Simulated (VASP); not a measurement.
Runs of VASP 6.6.1 on RuS. The structure is that of space group Fm-3m (No. 225), or close to it. The cells are those of the table. 

```csv
cell,gap on the mesh (eV),pressure (GPa)
"a = 3.374 Å, angles 60.0°, 2 atoms",none,9.0
"a = 3.397 Å, angles 60.0°, 2 atoms",none,4.2
"a = 3.465 Å, angles 60.0°, 2 atoms",none,-7.0
"a = 3.443 Å, angles 60.0°, 2 atoms",none,(a)
```

Alike in all rows: level PBEsol; potentials or basis VASP PAW PBE potentials, release 64 (Ru_pv, S); no spin polarisation; k mesh 10 × 10 × 10; smearing gaussian 0.05 eV.

Fill in the values left out.

(a) -3.6.

Caveats: the PAW data sets were made with another functional, which shifts forces and pressure a little; the cell stands under pressure (at least some runs); the cell stands under tension (at least some runs).

A k mesh can miss the band edges, and the runs leave out spin-orbit coupling on Ru.

A gap of «none» marks levels without a gap at the run's occupations.
